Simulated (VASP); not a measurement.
Wanted: the native input for a VASP 6.6.1 run.

| Item | Value |
| --- | --- |
| Task | relaxation of cell and atoms |
| Functional | LDA |
| Potentials or basis | VASP PAW LDA potentials, release 64 (Pt, Pb_d) |
| Cutoff | 600 eV |
| k mesh | 6 × 6 × 6 |
| Occupations | fermi-dirac, width 0.1 eV |
| Spin | no spin polarisation |
| Target pressure | 10 GPa |
| Dipole correction | no |
| Further INCAR settings | ALGO = Normal; EDIFF = 1e-07; IBRION = 2; EDIFFG = -0.01; NSW = 60; ISIF = 3 |

The structure of Pt3Pb lies in POSCAR:

```
Pt3Pb
1.0
    4.0580000000      0.0000000000      0.0000000000
    0.0000000000      4.0580000000      0.0000000000
    0.0000000000      0.0000000000      4.0580000000
Pt Pb
3 1
Direct
    0.0000000000      0.5000000000      0.5000000000
    0.5000000000      0.0000000000      0.5000000000
    0.5000000000      0.5000000000      0.0000000000
    0.0000000000      0.0000000000      0.0000000000
```

The input as run:

INCAR

```
SYSTEM = Pt3Pb
PREC = Accurate
ENCUT = 600
EDIFF = 1E-7
ISMEAR = -1
SIGMA = 0.1
LREAL = .FALSE.
LASPH = .TRUE.
NELM = 80
ALGO = Normal
ISIF = 3
LWAVE = .FALSE.
LCHARG = .FALSE.
GGA = CA
IBRION = 2
NSW = 60
EDIFFG = -0.01
PSTRESS = 100.0
```

KPOINTS

```
regular mesh
0
G
  6 6 6
  0 0 0
```

Potentials or basis: VASP PAW LDA potentials, release 64 (Pt, Pb_d).

Launch:

```console
$ cat potpaw_LDA.64/Pt/POTCAR potpaw_LDA.64/Pb_d/POTCAR > POTCAR
$ mpirun -np 1 vasp_std > vasp.out
```

It gave:

```yaml
Relaxed_volume: 15.89 Å³/atom
Relaxed_cell: a = 3.990 Å, b = 3.990 Å, c = 3.990 Å, α = 90.00°, β = 90.00°, γ = 90.00°
Space_group_after_relaxing_to_0.1_Å: Pm-3m (No. 221)
Energy_change_on_relaxing_the_run_minimises_the_enthalpy: +18.7 meV/atom
Ionic_steps: 7
Pressure_after_relaxing: 10.0 GPa
Band_gap_on_the_k_mesh: zero (bands 22 and 23 overlap by 0.47 eV)
```

Caveat: the cell is relaxed towards a set pressure, so the run minimises the enthalpy, not the energy; spin-orbit coupling is left out, which moves the levels of the heavy elements.

Run time: 2.2 min on 1 thread of AMD EPYC 7R43 64-Core Processor (Zen 3) (shared host), peak memory 0.16 GiB.
